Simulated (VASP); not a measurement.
Set up this calculation in VASP 6.6.1, as the native input.

- Task: relaxation of the atoms
- Functional: LDA
- Potentials or basis: VASP PAW LDA potentials, release 64 (V_sv, H)
- Cutoff: 520 eV
- k mesh: 15 × 15 × 15
- Occupations: fermi-dirac, width 0.05 eV
- Spin: collinear spin, ferromagnetic start
- Starting moments: [1.5, 0.0, 0.0] μB
- Dipole correction: no
- Further INCAR settings: ALGO = Normal; EDIFF = 1e-06; IBRION = 2; EDIFFG = -0.01; NSW = 50

The structure of VH2 lies in POSCAR:

```
VH2
1.0
    0.0000000000      1.7496605734      1.7496605734
    1.7496605734      0.0000000000      1.7496605734
    1.7496605734      1.7496605734      0.0000000000
V H
1 2
Direct
    0.0000000000      0.0000000000      0.0000000000
    0.2500000000      0.2500000000      0.2500000000
    0.7500000000      0.7500000000      0.7500000000
```

These files were run (other wordings do the same):

INCAR

```
SYSTEM = VH2
ALGO = Normal
EDIFF = 1E-6
EDIFFG = -0.01
ENCUT = 520
GGA = CA
IBRION = 2
ISIF = 2
ISMEAR = -1
ISPIN = 2
LASPH = .TRUE.
LCHARG = .FALSE.
LMAXMIX = 4
LORBIT = 11
LREAL = .FALSE.
LWAVE = .FALSE.
MAGMOM = 1.5 0 0
NELM = 150
NSW = 50
PREC = Accurate
SIGMA = 0.05
```

KPOINTS

```
k-points
0
G
  15 15 15
  0 0 0
```

Potentials or basis: VASP PAW LDA potentials, release 64 (V_sv, H).

Launch:

```console
$ cat potpaw_LDA.64/V_sv/POTCAR potpaw_LDA.64/H/POTCAR > POTCAR
$ mpirun -np 1 vasp_std > vasp.out
```

Results of the run:

```json
{"Pressure after relaxing": "273.1 GPa", "Net moment": "0.00 μB per cell", "Valence electrons inside the program's atomic spheres": "V 13.21; H 0.83"}
```

Caveat: the relaxation stopped at its first step, so nothing moved; the moments typed at the start vanished in this run.

Run time: 22 s on 1 thread of Intel(R) Xeon(R) Platinum 8259CL CPU @ 2.50GHz (Skylake/Cascade Lake), on a shared host, peak memory 0.14 GiB.
